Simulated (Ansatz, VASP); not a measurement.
# One calculation of AlCu, two programs

The input INCAR:

```
  PREC = Accurate
  ENCUT = 520
  EDIFF = 1E-7
  ISMEAR = -1
  SIGMA = 0.1
  LREAL = False
  LASPH = True
  NELM = 100
  ALGO = Normal
  ISIF = 2
  LWAVE = False
  LCHARG = False
  GGA = PS
  NBANDS = 14
```

Contents of KPOINTS:

```
regular mesh
0
Gamma
  14 14 14
```

POSCAR

```
AlCu
1.0
    0.0000000000      2.3129779903      2.3129779903
    2.3129779903      0.0000000000      2.3129779903
    2.3129779903      2.3129779903      0.0000000000
Cu Al
1 1
Direct
    0.0000000000      0.0000000000      0.0000000000
    0.5000000000      0.5000000000      0.5000000000
```

Input for Ansatz:

```yaml
crystal:
  lattice:
    - [0.0, 2.3129779903, 2.3129779903]
    - [2.3129779903, 0.0, 2.3129779903]
    - [2.3129779903, 2.3129779903, 0.0]
  atoms:
    - { symbol: Cu, position: [0.0, 0.0, 0.0] }
    - { symbol: Al, position: [0.5, 0.5, 0.5] }
kpoints:
  mp_grid: { grid: [14, 14, 14] }
scf:
  occupations: { method: fermi_dirac, width: 0.1 }
hamiltonian:
  xc: pbesol
  pseudopotentials: { kind: all_electron, lapw: { basis_error: 0.001 } }
output:
  forces: true
  stress: true
  eigenvalues: true
  populations: true
```

Change from the starting cell: volume scaled by 0.8, LAPW.

Alike in both runs: task single point; functional PBEsol; k mesh 14 × 14 × 14; occupations fermi-dirac, width 0.1 eV; no spin polarisation.

|  | VASP | Ansatz |
| --- | --- | --- |
| version | VASP 6.6.1 | Ansatz 0.2.0 |
| potentials or method | VASP PAW PBE potentials, release 64 (Cu, Al), cutoff 520 eV | all-electron LAPW, scalar-relativistic |

VASP gave:

```
pressure (GPa) : 32.8
```

Problem. Which values does Ansatz return?

Solution. Pressure (GPa): 32.6.

VASP's potentials were made for PBE, not for PBEsol. Both programs put the cell under a high pressure, so it lies far from rest at this level. Ansatz ran all-electron here, and VASP with PAW potentials.
